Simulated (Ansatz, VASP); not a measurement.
# ReF3 in VASP and in Ansatz

INCAR

```
SYSTEM = ReF3
PREC = Accurate
ENCUT = 600
EDIFF = 1E-6
ISMEAR = 0
SIGMA = 0.05
LREAL = .False.
LASPH = .True.
NELM = 200
ALGO = Normal
ISIF = 2
LWAVE = .False.
LCHARG = .False.
LMAXMIX = 4
LDAU = .True.
LDAUTYPE = 2
LDAUL = 2 -1
LDAUU = 2 0
LDAUJ = 0 0
LDAUPRINT = 1
GGA = PE
NBANDS = 22
GGA_COMPAT = .False.
```

File KPOINTS:

```
regular mesh
0
Gamma
  8 8 8
  0 0 0
```

File POSCAR:

```
ReF3
1.0
    4.1092632574      0.0000000000      0.0000000000
    0.0000000000      4.1092632574      0.0000000000
    0.0000000000      0.0000000000      4.1092632574
Re F
1 3
Direct
    0.0000000000      0.0000000000      0.0000000000
    0.5000000000      0.0000000000      0.0000000000
    0.0000000000      0.0000000000      0.5000000000
    0.0000000000      0.5000000000      0.0000000000
```

Input for Ansatz:

```yaml
crystal:
  lattice:
    - [4.1092632574, 0.0, 0.0]
    - [0.0, 4.1092632574, 0.0]
    - [0.0, 0.0, 4.1092632574]
  atoms:
    - { symbol: Re, position: [0.0, 0.0, 0.0] }
    - { symbol: F, position: [0.5, 0.0, 0.0] }
    - { symbol: F, position: [0.0, 0.0, 0.5] }
    - { symbol: F, position: [0.0, 0.5, 0.0] }
basis:
  ecutwfc: 420
  ecutrho_ratio: 4
kpoints:
  mp_grid: { grid: [8, 8, 8] }
hamiltonian:
  xc: pbe
  hubbard: { sites: [{ species: Re, l: d, u_eff: 2.0 }] }
scf:
  occupations: { method: gaussian, width: 0.05 }
output:
  forces: true
  stress: true
  eigenvalues: true
  populations: true
  hubbard: { sites: [{ species: Re, l: d }] }
```

Alike in both runs: task single point; functional PBE; k mesh 8 × 8 × 8; occupations gaussian, width 0.05 eV; no spin polarisation; Hubbard terms Re d U = 2.0 eV.

|  | VASP | Ansatz |
| --- | --- | --- |
| version | VASP 6.6.1 | Ansatz 0.2.0 |
| potentials or method | VASP PAW PBE potentials, release 64 (Re, F), cutoff 600 eV | scalar-relativistic, plane waves, PAW |
| valence electrons in the cell | 28 | 36 |

```csv
,VASP,Ansatz,Ansatz less VASP
gap on the k mesh at the Fermi level (eV),none,none,-
pressure (GPa),-3.6,-4.7,-1.11
```

The programs project onto different local orbitals, so the same U acts differently, and such runs can settle in different states. A gap of «none» marks a metal or a gap that the smearing closes. VASP's potentials hold 28 valence electrons a cell and Ansatz's 36, so a difference there can come from the potentials and not from the codes. Ansatz's warnings: filled band counts differ across k points.

Neither program's run includes spin-orbit coupling.
